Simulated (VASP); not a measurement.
# GaAs (F-43m) in VASP: further runs

GaAs is run at these levels: PBE, LDA, PBE+D3(BJ); tasks: single point.

Program: VASP 6.6.1. These are calculated values, not measurements. Logs are shortened: lines on timing, memory, paths and dates and some standing lists are left out, and cuts for length are marked.

## (1) The cell of the first run

It takes space group F-43m (No. 216, cubic). The conventional cell has a = 5.750 Å, b = 5.750 Å, c = 5.750 Å, α = 90.00°, β = 90.00°, γ = 90.00°. Ga (site symmetry -43m) has 4 As at 2.49 Å within 3.3 Å. As (site symmetry -43m) has 4 Ga at 2.49 Å within 3.3 Å.

## (2) Single point, PBE

File INCAR:

```
SYSTEM = GaAs
PREC = Accurate ; ENCUT = 500
EDIFF = 1E-6 ; ISMEAR = -1
SIGMA = 0.008617333262145177 ; LREAL = .False.
LASPH = .True. ; NELM = 120
ALGO = Normal ; ISIF = 2
LWAVE = .False. ; LCHARG = .False.
GGA = PE ; NBANDS = 16
GGA_COMPAT = .False.
```

File KPOINTS:

```
regular mesh
0
Gamma
  4 4 4
  0 0 0
```

File POSCAR:

```
GaAs
1.0
    0.0000000000      2.8750910496      2.8750910496
    2.8750910496      0.0000000000      2.8750910496
    2.8750910496      2.8750910496      0.0000000000
Ga As
1 1
Direct
    0.0000000000      0.0000000000      0.0000000000
    0.2500000000      0.2500000000      0.2500000000
```

Potentials or basis: VASP PAW PBE potentials, release 64 (Ga_d, As).

On the command line:

```bash
$ cat potpaw_PBE.64/Ga_d/POTCAR potpaw_PBE.64/As/POTCAR > POTCAR
$ mpirun -np 1 vasp_std > vasp.out
```

OUTCAR:

```text
SYSTEM = GaAs
   PREC = Accurate
   ENCUT = 500
   EDIFF = 1E-6
   ISMEAR = -1
   LREAL = .False.
   LASPH = .True.
   NELM = 120
   ISIF = 2
   GGA = PE

 ion  position               nearest neighbor table
   1  0.000  0.000  0.000-   2 2.49   2 2.49   2 2.49   2 2.49
   2  0.250  0.250  0.250-   1 2.49   1 2.49   1 2.49   1 2.49

  LATTYP: Found a face centered cubic cell.
 ALAT       =     5.7501820992

  Lattice vectors:

 A1 = (   0.0000000000,   2.8750910496,   2.8750910496)
 A2 = (   2.8750910496,   0.0000000000,   2.8750910496)
 A3 = (   2.8750910496,   2.8750910496,   0.0000000000)

Analysis of symmetry for initial positions (statically):
=====================================================================
 Subroutine PRICEL returns:
 Original cell was already a primitive cell.

 Routine SETGRP: Setting up the symmetry group for a
 face centered cubic supercell.

 Subroutine GETGRP returns: Found 24 space group operations
 (whereof 24 operations were pure point group operations)
 out of a pool of 48 trial point group operations.

The static configuration has the point symmetry T_d .

Analysis of symmetry for dynamics (positions and initial velocities):
=====================================================================
 Subroutine PRICEL returns:
 Original cell was already a primitive cell.

 Routine SETGRP: Setting up the symmetry group for a
 face centered cubic supercell.

 Subroutine GETGRP returns: Found 24 space group operations
 (whereof 24 operations were pure point group operations)
 out of a pool of 48 trial point group operations.

The dynamic configuration has the point symmetry T_d .

 Subroutine INISYM returns: Found 24 space group operations
 (whereof 24 operations are pure point group operations),
 and found     1 'primitive' translations

----------------------------------------------------------------------------------------

                                     Primitive cell

  volume of cell :      47.5319

  direct lattice vectors                    reciprocal lattice vectors
     0.000000000  2.875091050  2.875091050    -0.173907536  0.173907536  0.173907536
     2.875091050  0.000000000  2.875091050     0.173907536 -0.173907536  0.173907536
     2.875091050  2.875091050  0.000000000     0.173907536  0.173907536 -0.173907536
[... 62 lines left out ...]
   LNONCOLLINEAR =      F non collinear calculations
   LSORBIT =      F    spin-orbit coupling
   LASPH  =      T    aspherical Exc in radial PAW
   ENCUT  =  500.0 eV  36.75 Ry    6.06 a.u.   7.41  7.41  7.41*2*pi/ulx,y,z
   NELM   =    120;   NELMIN=  2; NELMDL= -5     # of ELM steps
   EDIFF  = 0.1E-05   stopping-criterion for ELM
   LREAL  =      F    real-space projection
   EDIFFG = 0.1E-04   stopping-criterion for IOM
   NSW    =      0    number of steps for IOM
   IBRION =     -1    ionic relax: 0-MD 1-quasi-New 2-CG
   NFREE  =      0    steps in history (QN), initial steepest desc. (CG)
   ISIF   =      2    stress and relaxation
   ISYM   =      2    0-nonsym 1-usesym 2-fastsym
   POTIM  = 0.5000    time-step for ionic-motion
   TEBEG  =    0.0;   TEEND  =   0.0 temperature during run
   PSTRESS=    0.0 pullay stress
   NELECT =      18.0000    total number of electrons
   NUPDOWN=      -1.0000    fix difference up-down
   EMIN   =  10.00;   EMAX   =-10.00  energy-range for DOS
   EFERMI =   0.00;   METHOD = LEGACY
   ISMEAR =    -1;   SIGMA  =   0.01  broadening in eV -4-tet -1-fermi 0-gaus
   EFERMI_NEDOS =   21; number of points for ismear=-14 and -15
   IALGO  =     38    algorithm
   IMIX   =      4    mixing-type and parameters
     AMIX     =   0.40;   BMIX     =  1.00
     AMIX_MAG =   1.60;   BMIX_MAG =  1.00
  volume/ion in A,a.u.               =      23.77       160.38
  Fermi-wavevector in a.u.,A,eV,Ry     =   1.184415  2.238221 19.086796  1.402840
  Thomas-Fermi vector in A             =   2.320630
   LORBIT       =      0    0 simple, 1 ext, 2 COOP (PROOUT), +10 PAW based schemes
   GGA     = PE    functional components
   LHFCALC =     F    Hartree Fock is set to
   AEXX    =    0.0000 exact exchange contribution
   IVDW    =     0    specifies the selected vdW correction
   LEPSILON=     F    determine dielectric tensor
   LRPA    =     F    only Hartree local field effects (RPA)
 non-spin polarized calculation
  energy-cutoff  :      500.00
  volume of cell :       47.53
 maximum number of plane-waves:      1243
 NGX is ok and might be reduce to    30
   NGX = 15   NGY = 15   NGZ = 15

 number of electron      17.9999988 magnetization

 Free energy of the ion-electron system (eV)
  ---------------------------------------------------
  ext. energy  EPLUGINS =         0.00000000
  ---------------------------------------------------
  free energy    TOTEN  =        -8.10062174 eV

  energy without entropy =       -8.10061771  energy(sigma->0) =       -8.10061973

 E-fermi :   3.5880     XC(G=0):  -9.3336

 val. band max:        3.5178312865   @ k =   0.0000   0.0000   0.0000
 cond. band min:       3.6487152803   @ k =   0.0000   0.0000   0.0000
 fundamental gap:      0.1308839938
 Fermi energy:         3.5880092532

 k-point     1 :       0.0000    0.0000    0.0000
  band No.  band energies     occupation
      1     -11.2669      2.00000
      2     -11.2669      2.00000
      3     -11.2669      2.00000
      4     -11.2008      2.00000
      5     -11.2008      2.00000
      6      -8.8570      2.00000
[... 129 lines left out ...]
      3     -11.2297      2.00000
      4     -11.2096      2.00000
      5     -11.1971      2.00000
      6      -6.5094      2.00000
[... 8 lines left out ...]
     15      15.3525      0.00000
     16      16.4953      0.00000

------------------------ aborting loop because EDIFF is reached ----------------------------------------

  FORCE on cell =-STRESS in cart. coord.  units (eV):
  Direction    XX          YY          ZZ          XY          YZ          ZX
  --------------------------------------------------------------------------------------
  -------------------------------------------------------------------------------------
  Total        0.0426303      0.0426303      0.0426303     -0.0000000      0.0000000     -0.0000000
  in kB        1.4369574      1.4369574      1.4369574     -0.0000000      0.0000000     -0.0000000
  external PRESSURE =       1.4369574 kB  Pullay stress =       0.0000000 kB

 VOLUME and BASIS-vectors are now :
 -----------------------------------------------------------------------------
  energy-cutoff  :      500.00
  volume of cell :       47.53
      direct lattice vectors                 reciprocal lattice vectors
     0.000000000  2.875091050  2.875091050    -0.173907536  0.173907536  0.173907536
     2.875091050  0.000000000  2.875091050     0.173907536 -0.173907536  0.173907536
     2.875091050  2.875091050  0.000000000     0.173907536  0.173907536 -0.173907536

 POSITION                                       TOTAL-FORCE (eV/Angst)
 -----------------------------------------------------------------------------------
      0.00000      0.00000      0.00000         0.000000      0.000000      0.000000
      1.43755      1.43755      1.43755        -0.000000     -0.000000     -0.000000
 -----------------------------------------------------------------------------------
    total drift:                                0.000000      0.000000      0.000000

  FREE ENERGIE OF THE ION-ELECTRON SYSTEM (eV)
  ---------------------------------------------------
  free  energy   TOTEN  =        -8.1006217424 eV

  energy  without entropy=       -8.1006177092  energy(sigma->0) =       -8.10061973
```

Run time: 4.8 s. Hardware: 1 thread of AMD EPYC 9R45 (Zen 5), shared host; peak memory 0.13 GiB.

What came out:

```
Free energy            : -8.1006 eV
Pressure               : 0.1 GPa
Band gap on the k mesh : 0.13 eV, direct
```

Caveat: the k points lie up to 0.47 Å⁻¹ apart.

## (3) Single point, LDA

File INCAR:

```
SYSTEM = GaAs
  PREC = Accurate
  ENCUT = 500
  EDIFF = 1E-6
  ISMEAR = 0
  SIGMA = 0.1
  LREAL = .False.
  LASPH = .True.
  NELM = 120
  ALGO = Normal
  ISIF = 2
  LWAVE = .False.
  LCHARG = .True.
  LELF = .True.
  LVHAR = .True.
  NBANDS = 16
  GGA_COMPAT = .False.
```

KPOINTS is that of step 2.

POSCAR is that of step 2.

Potentials or basis: VASP PAW LDA potentials, release 64 (Ga_d, As).

On the command line:

```bash
$ cat potpaw_LDA.64/Ga_d/POTCAR potpaw_LDA.64/As/POTCAR > POTCAR
$ mpirun -np 1 vasp_std > vasp.out
```

It took 4.4 s on 1 thread of AMD EPYC 9R45 (Zen 5), shared host; peak memory 0.11 GiB.

The run converged. Its results:

| Quantity | Value |
| --- | --- |
| Free energy | -9.4063 eV |
| Pressure | -3.8 GPa |
| Band gap on the k mesh | zero (filled and empty bands touch) |

Levels at points of the mesh, in eV from the Fermi level:
```csv
k point,band 5,band 6,band 7,band 8,band 9,band 10,band 11,band 12,band 13,band 14
"(0.00, 0.00, 0.00)",-14.86,-12.45,-0.09,-0.04,-0.04,-0.04,3.59,3.59,3.59,7.11
"(0.50, 0.00, 0.00)",-14.85,-10.84,-6.49,-1.12,-1.12,0.66,4.49,4.49,7.43,9.77
"(0.50, 0.50, 0.00)",-14.85,-10.15,-6.71,-2.57,-2.57,1.36,1.50,9.59,9.59,10.30
```

Caveat: the k points lie up to 0.47 Å⁻¹ apart.

## (4) Single point, PBE+D3(BJ)

File INCAR:

```
PREC = Accurate
ENCUT = 500
EDIFF = 1E-6
ISMEAR = 1
SIGMA = 0.011
LREAL = False
LASPH = True
NELM = 120
ALGO = Normal
ISIF = 2
LWAVE = False
LCHARG = True
GGA = PE
IVDW = 12
LELF = True
LVHAR = True
NBANDS = 16
GGA_COMPAT = False
```

File KPOINTS:

```
Automatic mesh
0
Gamma
  4 4 4
```

POSCAR is that of step 3.

Potentials or basis: VASP PAW PBE potentials, release 64 (Ga_d, As).

On the command line:

```bash
$ cat potpaw_PBE.64/Ga_d/POTCAR potpaw_PBE.64/As/POTCAR > POTCAR
$ mpirun -np 1 vasp_std > vasp.out
```

Run time: 5.6 s. Hardware: 1 thread of Intel Xeon 6975P-C (Granite Rapids), shared host; peak memory 0.16 GiB.

The run converged. Its results:

```yaml
Free_energy: -8.7155 eV
Pressure: -2.1 GPa
Band_gap_on_the_k_mesh: 0.13 eV, direct
Dispersion_energy_per_atom: -0.307 eV
```

Levels at points of the mesh, in eV from the valence-band top:
```
           k point  band 7  band 8  band 9  band 10  band 11  band 12
(0.00, 0.00, 0.00)    0.00    0.00    0.00     0.13     3.68     3.68
(0.50, 0.00, 0.00)   -6.40   -1.07   -1.07     0.84     4.58     4.58
(0.50, 0.50, 0.00)   -6.62   -2.52   -2.52     1.53     1.66     9.75
```

Caveat: the k points lie up to 0.47 Å⁻¹ apart.

## (5) Summary

| level | potentials or basis | smearing | gap on the mesh (eV) | pressure (GPa) |
| --- | --- | --- | --- | --- |
| PBE | VASP PAW PBE potentials, release 64 (Ga_d, As) | fermi-dirac 0.00861733 eV | 0.13 | 0.1 |
| LDA | VASP PAW LDA potentials, release 64 (Ga_d, As) | gaussian 0.1 eV | none | -3.8 |
| PBE+D3(BJ) | VASP PAW PBE potentials, release 64 (Ga_d, As) | methfessel-paxton 0.011 eV | 0.13 | -2.1 |

Alike in all rows: task single point; no spin polarisation; cell as given; k mesh 4 × 4 × 4; cutoff (eV) 500.

Caveats: all runs use coarse meshes.

Absolute energies hang on the potentials; compare differences alone.
